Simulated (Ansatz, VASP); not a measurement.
# Ba: VASP beside Ansatz

File INCAR:

```
SYSTEM = Ba
PREC = Accurate
ENCUT = 520
EDIFF = 1E-6
ISMEAR = 0
SIGMA = 0.1
LREAL = .FALSE.
LASPH = .TRUE.
NELM = 60
ALGO = Fast
ISIF = 2
LWAVE = .FALSE.
LCHARG = .FALSE.
GGA = PS
NBANDS = 28
```

Contents of KPOINTS:

```
regular mesh
0
G
  8 8 8
  0 0 0
```

POSCAR

```
Ba
1.0
   -4.2525805074      4.2525805074      3.6577222300
    4.2525805074     -4.2525805074      3.6577222300
    4.2525805074      4.2525805074     -3.6577222300
Ba
4
Direct
    0.1645495200      0.6645495200      0.8290990300
    0.8354504800      0.3354504800      0.1709009700
    0.6645495200      0.8354504800      0.5000000000
    0.3354504800      0.1645495200      0.5000000000
```

Input for Ansatz:

```yaml
crystal:
  lattice:
    - [-4.2525805074, 4.2525805074, 3.65772223]
    - [4.2525805074, -4.2525805074, 3.65772223]
    - [4.2525805074, 4.2525805074, -3.65772223]
  atoms:
    - { symbol: Ba, position: [0.16454952, 0.66454952, 0.82909903] }
    - { symbol: Ba, position: [0.83545048, 0.33545048, 0.17090097] }
    - { symbol: Ba, position: [0.66454952, 0.83545048, 0.5] }
    - { symbol: Ba, position: [0.33545048, 0.16454952, 0.5] }
basis:
  ecutwfc: 420
kpoints:
  mp_grid: { grid: [8, 8, 8] }
hamiltonian:
  xc: pbesol
scf:
  occupations: { method: gaussian, width: 0.1 }
output:
  forces: true
  stress: true
  eigenvalues: true
```

Alike in both runs: task single point; functional PBEsol; k mesh 8 × 8 × 8; occupations gaussian, width 0.1 eV; no spin polarisation.

|  | VASP | Ansatz |
| --- | --- | --- |
| version | VASP 6.6.1 | Ansatz 0.2.0 |
| potentials or method | VASP PAW PBE potentials, release 64 (Ba_sv), cutoff 520 eV | scalar-relativistic, plane waves, PAW |
| valence electrons in the cell | 40 | 40 |

```csv
,VASP,Ansatz,Ansatz less VASP
gap on the k mesh at the Fermi level (eV),none,none,-
pressure (GPa),-0.4,-0.5,-0.05
"traceless stress, the component that is largest in VASP (GPa)",0.16,0.16,+0.004
rms of the force components (eV/Å),0.121,0.118,-0.0034
```

VASP's potentials were made for PBE, not for PBEsol. Atom by atom the forces differ by 0.003 eV/Å (rms over components). A gap of «none» marks a metal or a gap that the smearing closes.

Neither program's run includes spin-orbit coupling.
